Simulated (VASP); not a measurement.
Input of a VASP 6.6.1 run:

INCAR

```
  PREC = Accurate
  ENCUT = 600
  EDIFF = 1E-7
  ISMEAR = 0
  SIGMA = 0.02
  LREAL = F
  LASPH = T
  NELM = 120
  ALGO = Normal
  ISIF = 3
  LWAVE = F
  LCHARG = F
  GGA = PE
  IVDW = 12
  IBRION = 2
  NSW = 100
  EDIFFG = -0.01
  GGA_COMPAT = F
  NELMIN = 4
```

The input KPOINTS:

```
Automatic mesh
0
Gamma
  8 8 8
```

POSCAR

```
ZrO2
1.0
    0.0000000000      2.5432263482      2.5432263482
    2.5432263482      0.0000000000      2.5432263482
    2.5432263482      2.5432263482      0.0000000000
Zr O
1 2
Direct
    0.5000000000      0.5000000000      0.5000000000
    0.7500000000      0.7500000000      0.7500000000
    0.2500000000      0.2500000000      0.2500000000
```

Potentials or basis: VASP PAW PBE potentials, release 64 (Zr_sv, O).

The run is started by

```bash
$ cat potpaw_PBE.64/Zr_sv/POTCAR potpaw_PBE.64/O/POTCAR > POTCAR
$ mpirun -np 1 vasp_std > vasp.out
```

**Question.** What does it give for the relaxed volume?

**Answer.** 10.98 Å³/atom.

**Question.** Estimate the dispersion energy per atom.

**Answer.** -0.267 eV.

**Question.** What does it give for the space group after relaxing (to 0.05 Å)?

**Answer.** Fm-3m (No. 225).

Final structure:
```
Zr O
1.0
     0.00000    2.54408    2.54408
     2.54408    0.00000    2.54408
     2.54408    2.54408    0.00000
Zr O
1 2
Direct
  0.50000 0.50000 0.50000
  0.75000 0.75000 0.75000
  0.25000 0.25000 0.25000
```
